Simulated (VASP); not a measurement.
Input of a VASP 6.6.1 run:

Contents of INCAR:

```
PREC = Accurate
ENCUT = 520
EDIFF = 1E-6
ISMEAR = -1
SIGMA = 0.08
LREAL = F
LASPH = T
NELM = 80
ALGO = Normal
ISIF = 2
LWAVE = F
LCHARG = F
GGA = PE
NBANDS = 11
```

KPOINTS

```
Automatic mesh
0
Gamma
  12 12 12
```

File POSCAR:

```
Si
1.0
    0.0000000000      2.0642156465      2.0642156465
    2.0642156465      0.0000000000      2.0642156465
    2.0642156465      2.0642156465      0.0000000000
Si
2
Direct
   -0.1250000000     -0.1250000000     -0.1250000000
    0.1250000000      0.1250000000      0.1250000000
```

Potentials or basis: VASP PAW PBE potentials, release 64 (Si).

The run is started by

```bash
$ cat potpaw_PBE.64/Si/POTCAR > POTCAR
$ mpirun -np 1 vasp_std > vasp.out
```

(1) What does it give for the pressure?

(2) Predict the band gap on the k mesh.

Answers

(1) 371.3 GPa.

(2) zero (band 4 reaches 17.99 eV, above the bottom of band 5 at 15.80 eV).
